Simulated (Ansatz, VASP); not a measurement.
# MgI2 in VASP and in Ansatz

```
Mg I
1.0
     3.82140    0.00000    0.00000
    -1.91070    3.30943    0.00000
     0.00000    0.00000    7.41096
Mg I
1 2
Direct
  0.00000 0.00000 0.00000
  0.33333 0.66667 0.75763
  0.66667 0.33333 0.24237
```

Change from the starting cell: strain -0.080 along x and y, +0.080 along z, atoms carried along.

Alike in both runs: task single point; functional PBE; dispersion D3(BJ); k mesh 6 × 6 × 4; occupations gaussian, width 0.05 eV; no spin polarisation.

|  | VASP | Ansatz |
| --- | --- | --- |
| version | VASP 6.6.1 | Ansatz 0.2.0 |
| potentials or method | VASP PAW PBE potentials, release 64 (Mg, I), cutoff 520 eV | scalar-relativistic, plane waves, PAW |
| valence electrons in the cell | 16 | 44 |

|  | VASP | Ansatz | Ansatz less VASP |
| --- | --- | --- | --- |
| gap on the k mesh at the Fermi level (eV) | 3.02 | 3.03 | +0.015 |
| least direct gap on the mesh (eV) | 3.51 | 3.52 | +0.010 |
| pressure (GPa) | 3.5 | 3.6 | +0.06 |
| traceless stress, the component that is largest in VASP (GPa) | -4.58 | -4.59 | -0.008 |
| rms of the force components (eV/Å) | 0.012 | 0.008 | -0.0041 |

Atom by atom the forces differ by 0.004 eV/Å (rms over components). VASP's potentials hold 16 valence electrons a cell and Ansatz's 44, so a difference there can come from the potentials and not from the codes.

Neither program's run includes spin-orbit coupling.
